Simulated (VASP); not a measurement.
## Be2Zn5CdHg4Te12: single point with PBE

Be2Zn5CdHg4Te12:

```
Be Zn Cd Te Hg
1.0
    -6.29090   -6.20676    0.02934
    -0.02852    6.20594    6.29758
    -6.33289    6.27809   -6.34120
Be Zn Cd Te Hg
2 5 1 12 4
Direct
  0.83306 0.66622 0.66265
  0.33220 0.66466 0.65715
  0.83288 0.16541 0.66079
  0.32912 0.16536 0.66073
  0.16758 0.33738 0.33894
  0.66426 0.82883 0.34682
  0.16455 0.82836 0.34651
  0.66676 0.33634 0.33822
  0.32883 0.16345 0.90370
  0.83378 0.16201 0.90371
  0.67342 0.35027 0.59804
  0.17320 0.34961 0.58484
  0.49242 0.50896 0.25101
  0.01277 0.50817 0.25088
  0.33186 0.66879 0.88013
  0.83470 0.67371 0.88678
  0.65913 0.81751 0.59167
  0.15841 0.81755 0.59150
  0.49189 0.98455 0.26212
  0.99892 0.99853 0.27133
  0.49719 0.99417 0.00308
  0.99897 0.99609 0.01453
  0.49971 0.50569 0.99137
  0.00036 0.50411 0.99114
```

| Property | Result |
| --- | --- |
| Program | VASP 6.6.1 |
| Task | single point |
| Functional | PBE |
| Potentials or basis | VASP PAW PBE potentials, release 64 (Be, Zn, Cd, Te, Hg) |
| Cutoff | 520 eV |
| k mesh | 2 × 2 × 2, shifted |
| Occupations | gaussian, width 0.1 eV |
| Spin | no spin polarisation |
| Dipole correction | no |
| Further INCAR settings | LREAL = Auto; ALGO = Normal; EDIFF = 1e-06; NBANDS = 116; ISYM = 0 |

```yaml
Pressure: 0.1 GPa
Largest_force: 0.024 eV/Å
Band_gap_on_the_k_mesh: 1.38 eV (least direct gap 1.46 eV)
```

Forces on the atoms (eV/Å):
```
Be   0.002  0.001  0.014
Be  -0.001  0.000  0.007
Zn   0.000 -0.009 -0.001
Zn   0.007 -0.001 -0.002
Zn  -0.007  0.009  0.013
Zn   0.010 -0.001 -0.012
Zn   0.000 -0.011 -0.012
Cd  -0.002  0.000  0.012
Te  -0.014  0.000  0.012
Te   0.001  0.010  0.009
Te  -0.012  0.014 -0.016
Te   0.002  0.002  0.001
Te  -0.008  0.011 -0.008
Te  -0.006  0.004 -0.015
Te  -0.001 -0.004  0.002
Te   0.003  0.002 -0.013
Te   0.003 -0.002  0.001
Te   0.004 -0.004  0.001
Te  -0.006  0.003 -0.008
Te   0.001  0.003 -0.010
Hg   0.001 -0.005  0.003
Hg  -0.005  0.000  0.000
Hg   0.013 -0.012  0.012
Hg   0.015 -0.011  0.009
```

Levels at points of the mesh, in eV from the valence-band top:
```tsv
k point	band 94	band 95	band 96	band 97	band 98	band 99	band 100	band 101	band 102	band 103
(0.25, 0.25, 0.25)	-1.00	-0.77	-0.70	-0.60	-0.39	1.83	1.97	2.21	2.27	2.69
```

Wall time 14 min on 1 thread of Intel(R) Xeon(R) Platinum 8488C (Sapphire Rapids), with other jobs on the host, peak memory 0.96 GiB.

Caveat: spin-orbit coupling is left out, which moves the levels of the heavy elements; a shifted mesh leaves out Γ, where band edges can lie. A k mesh can miss the band edges.
